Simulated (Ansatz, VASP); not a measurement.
Two plane-wave programs on HfSiO4

```
CELL_PARAMETERS angstrom
-3.19210 3.19210 2.89620
3.19210 -3.19210 2.89620
3.19210 3.19210 -2.89620
ATOMIC_POSITIONS crystal
Hf 0.00000 0.00000 0.00000
Hf 0.75000 0.25000 0.50000
Si 0.25000 0.75000 0.50000
Si 0.50000 0.50000 0.00000
O 0.13311 0.32045 0.81265
O 0.07045 0.75780 0.68735
O 0.07045 0.38311 0.31265
O 0.50780 0.32045 0.18735
O 0.67955 0.49220 0.81265
O 0.61689 0.92955 0.68735
O 0.24220 0.92955 0.31265
O 0.67955 0.86689 0.18735
```

Change from the starting cell: hydrostatic strain -3.0%.

Alike in both runs: task single point; functional PBE; k mesh 6 × 6 × 6; occupations fermi-dirac, width 0.02 eV; no spin polarisation.

|  | VASP | Ansatz |
| --- | --- | --- |
| version | VASP 6.6.1 | Ansatz 0.2.0 |
| potentials or method | VASP PAW PBE potentials, release 64 (Hf_pv, Si, O) | plane waves, PAW |
| plane-wave cutoff (eV) | 520 | 420 |
| valence electrons in the cell | 76 | 108 |

|  | VASP | Ansatz | Ansatz less VASP |
| --- | --- | --- | --- |
| gap on the k mesh at the Fermi level (eV) | 5.87 | 5.92 | +0.050 |
| pressure (GPa) | 31.3 | 33.3 | +2.01 |
| traceless stress, the component that is largest in VASP (GPa) | 2.93 | 2.64 | -0.290 |
| rms of the force components (eV/Å) | 0.242 | 0.137 | -0.1052 |

Atom by atom the forces differ by 0.106 eV/Å (rms over components). Both programs put the cell under a high pressure, so it lies far from rest at this level. VASP's potentials hold 76 valence electrons a cell and Ansatz's 108, so a difference there can come from the potentials and not from the codes.

Neither program's run includes spin-orbit coupling.
